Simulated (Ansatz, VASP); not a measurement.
B: VASP beside Ansatz

```
B
1.0
    -1.14857    1.14857    1.14857
     1.14857   -1.14857    1.14857
     1.14857    1.14857   -1.14857
B
1
Direct
  0.00000 0.00000 0.00000
```

Alike in both runs: functional PBEsol; k mesh 10 × 10 × 10; occupations gaussian, width 0.1 eV; no spin polarisation.

Ansatz relaxed the structure, and its values are those at the end. VASP's run is a single point on that final structure, the one shown.

```csv
,VASP,Ansatz
version,VASP 6.6.1,Ansatz 0.2.0
potentials or method,"VASP PAW PBE potentials, release 64 (B), cutoff 520 eV","scalar-relativistic, plane waves, PAW"
valence electrons in the cell,3,3
```

|  | VASP | Ansatz | Ansatz less VASP |
| --- | --- | --- | --- |
| gap on the k mesh at the Fermi level (eV) | none | none | - |
| pressure (GPa) | 0.4 | 0.1 | -0.24 |

VASP's potentials were made for PBE, not for PBEsol. A gap of «none» marks a metal or a gap that the smearing closes. The functional is the same, so the differences come from potentials, cutoffs and numerics.

The k mesh is coarse, so the values compare programs but aren't converged.
